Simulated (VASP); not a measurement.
# Zr (P6_3/mmc) in VASP: a series of runs, part 3 of 3

VASP 6.6.1.

### Step 6. Single point, PBEsol (strain +0.030 along x and y, -0.015 along z)

Contents of INCAR:

```
SYSTEM = Zr
ALGO = Fast ; EDIFF = 1E-6
ENCUT = 520 ; GGA = PS
ISIF = 2 ; ISMEAR = 0
LASPH = .True. ; LCHARG = .False.
LREAL = .False. ; LWAVE = .False.
NBANDS = 19 ; NELM = 80
PREC = Accurate ; SIGMA = 0.15
```

Contents of KPOINTS:

```
k-points
0
Gamma
  18 18 10
  0 0 0
```

Contents of POSCAR:

```
Zr
1.0
    3.3289581692      0.0000000000      0.0000000000
   -1.6644790846      2.8829623427      0.0000000000
    0.0000000000      0.0000000000      5.0697950000
Zr
2
Direct
    0.3333333333      0.6666666667      0.2500000000
    0.6666666667      0.3333333333      0.7500000000
```

Potentials or basis: VASP PAW PBE potentials, release 64 (Zr_sv).

Run with:

```console
$ cat potpaw_PBE.64/Zr_sv/POTCAR > POTCAR
$ mpirun -np 1 vasp_std > vasp.out
```

OUTCAR:

```text
SYSTEM = Zr
   EDIFF = 1E-6
   ENCUT = 520
   GGA = PS
   ISIF = 2
   ISMEAR = 0
   LASPH = .True.
   LREAL = .False.
   NELM = 80
   PREC = Accurate

 ion  position               nearest neighbor table
   1  0.333  0.667  0.250-   2 3.18   2 3.18   2 3.18   2 3.18   2 3.18   2 3.18
   2  0.667  0.333  0.750-   1 3.18   1 3.18   1 3.18   1 3.18   1 3.18   1 3.18

  LATTYP: Found a hexagonal cell.
 ALAT       =     3.3289581692
 C/A-ratio  =     1.5229374304

  Lattice vectors:
[... 719 lines left out ...]

------------------------ aborting loop because EDIFF is reached ----------------------------------------

  FORCE on cell =-STRESS in cart. coord.  units (eV):
  Direction    XX          YY          ZZ          XY          YZ          ZX
  --------------------------------------------------------------------------------------
  -------------------------------------------------------------------------------------
  Total       -2.4108624     -2.4108624     -1.2276555      0.0000000      0.0000000      0.0000000
  in kB      -79.3862519    -79.3862519    -40.4249393      0.0000000      0.0000000      0.0000000
  external PRESSURE =     -66.3991477 kB  Pullay stress =       0.0000000 kB

 VOLUME and BASIS-vectors are now :
 -----------------------------------------------------------------------------
  energy-cutoff  :      520.00
  volume of cell :       48.66
      direct lattice vectors                 reciprocal lattice vectors
     3.328958169  0.000000000  0.000000000     0.300394282  0.173432720  0.000000000
    -1.664479085  2.882962343  0.000000000     0.000000000  0.346865439  0.000000000
     0.000000000  0.000000000  5.069795000     0.000000000  0.000000000  0.197246634

 POSITION                                       TOTAL-FORCE (eV/Angst)
 -----------------------------------------------------------------------------------
     -0.00000      1.92197      1.26745         0.000000     -0.000000      0.000000
      1.66448      0.96099      3.80235        -0.000000      0.000000      0.000000
 -----------------------------------------------------------------------------------
    total drift:                               -0.000000      0.000000     -0.000000

  FREE ENERGIE OF THE ION-ELECTRON SYSTEM (eV)
  ---------------------------------------------------
  free  energy   TOTEN  =       -18.0731699302 eV

  energy  without entropy=      -18.0513736361  energy(sigma->0) =      -18.06227178
```

OSZICAR:

```text
N       E                     dE             d eps       ncg     rms          rms(c)
DAV:   1     0.213145251143E+03    0.21315E+03   -0.13160E+04  8444   0.124E+03
DAV:   2    -0.277704425219E+01   -0.21592E+03   -0.21185E+03  9774   0.364E+02
DAV:   3    -0.185816739476E+02   -0.15805E+02   -0.15658E+02 15232   0.712E+01
[... 12 lines left out ...]
RMM:  16    -0.180731632303E+02   -0.49769E-05   -0.41018E-05 12463   0.298E-02    0.136E-03
RMM:  17    -0.180731664499E+02   -0.32196E-05   -0.23927E-05 10503   0.217E-02    0.161E-03
RMM:  18    -0.180731681934E+02   -0.17435E-05   -0.14658E-05  9976   0.166E-02    0.280E-04
RMM:  19    -0.180731692788E+02   -0.10853E-05   -0.89741E-06  8405   0.129E-02    0.403E-04
RMM:  20    -0.180731699302E+02   -0.65137E-06   -0.56173E-06  7896   0.106E-02
   1 F= -.18073170E+02 E0= -.18062272E+02  d E =-.217963E-01
```

stdout:

```text
POSCAR found type information on POSCAR Zr
 POSCAR found :  1 types and       2 ions
 scaLAPACK will be used
 -----------------------------------------------------------------------------
|                                                                             |
|                                                                             |
|     You enforced a specific xc type in the INCAR file but a different       |
|     I HOPE YOU KNOW WHAT YOU ARE DOING!                                     |
|                                                                             |
 -----------------------------------------------------------------------------

 LDA part: xc-table for (Slater+PW92), standard interpolation
 POSCAR, INCAR and KPOINTS ok, starting setup
 FFT: planning ... GRIDC
 FFT: planning ... GRID_SOFT
 FFT: planning ... GRID
 WAVECAR not read
 entering main loop
WARNING in EDDRMM: call to ZHEGV failed, returncode =   6  3     13
WARNING in EDDRMM: call to ZHEGV failed, returncode =   8  4      7
WARNING in EDDRMM: call to ZHEGV failed, returncode =   6  3     16
WARNING in EDDRMM: call to ZHEGV failed, returncode =   6  3     13
WARNING in EDDRMM: call to ZHEGV failed, returncode =   6  3     13
WARNING in EDDRMM: call to ZHEGV failed, returncode =   8  4      7
WARNING in EDDRMM: call to ZHEGV failed, returncode =   6  3      3
WARNING in EDDRMM: call to ZHEGV failed, returncode =   6  3      8
WARNING in EDDRMM: call to ZHEGV failed, returncode =   8  4      8
WARNING in EDDRMM: call to ZHEGV failed, returncode =   8  4      3
```

Run time: 3 min. Hardware: 1 thread of Intel Xeon 6975P-C (Granite Rapids), shared host; peak memory 0.29 GiB.

Results:

* Free energy: -18.0732 eV
* Pressure: -6.6 GPa
* Band gap on the k mesh: zero (bands 12 and 13 overlap by 1.09 eV)

Levels at points of the mesh, in eV from the Fermi level:
| k point | band 9 | band 10 | band 11 | band 12 | band 13 | band 14 | band 15 | band 16 |
| --- | --- | --- | --- | --- | --- | --- | --- | --- |
| (0.00, 0.00, 0.00) | -5.60 | -2.91 | 0.76 | 0.76 | 1.33 | 1.37 | 1.51 | 1.51 |
| (0.50, 0.00, 0.00) | -2.50 | -2.45 | -1.97 | -0.45 | 0.26 | 0.94 | 1.59 | 4.39 |
| (0.00, 0.00, 0.50) | -3.84 | -3.84 | 0.23 | 0.23 | 0.58 | 0.58 | 0.58 | 0.58 |
| (0.50, 0.00, 0.50) | -2.75 | -2.75 | -0.88 | -0.88 | 1.44 | 1.44 | 1.94 | 1.94 |

Caveat: the cell differs from its parent crystal (strain +0.030 along x and y, -0.015 along z); the cell stands under tension; the PAW data sets were made with another functional, which shifts forces and pressure a little.

### Step 7. The runs side by side

```tsv
cell	further INCAR settings	gap on the mesh (eV)	pressure (GPa)
a = 3.280, b = 3.280, c = 5.070 Å, angles 90.0, 90.0, 120.0°, 2 atoms	ALGO = Fast; EDIFF = 1e-06; NBANDS = 19	none	-4.4
a = 3.232, b = 3.232, c = 5.301 Å, angles 90.0, 90.0, 120.0°, 2 atoms	ALGO = Fast; EDIFF = 1e-06; NBANDS = 19	none	-5.8
a = 3.329, b = 3.329, c = 4.993 Å, angles 90.0, 90.0, 120.0°, 2 atoms	ALGO = Fast; EDIFF = 1e-06; NBANDS = 19	none	-5.3
a = 3.280, b = 3.280, c = 5.147 Å, angles 90.0, 90.0, 120.0°, 2 atoms	ALGO = Fast; EDIFF = 1e-07; NBANDS = 19	none	-5.7
a = 3.329, b = 3.329, c = 5.070 Å, angles 90.0, 90.0, 120.0°, 2 atoms	ALGO = Fast; EDIFF = 1e-06; NBANDS = 19	none	-6.6
```

Alike in all rows: task single point; level PBEsol; potentials or basis VASP PAW PBE potentials, release 64 (Zr_sv); no spin polarisation; k mesh 18 × 18 × 10; cutoff (eV) 520; smearing gaussian 0.15 eV.

Caveats: the cell stands under tension; the PAW data sets were made with another functional, which shifts forces and pressure a little.

Absolute energies hang on the potentials; compare differences alone.
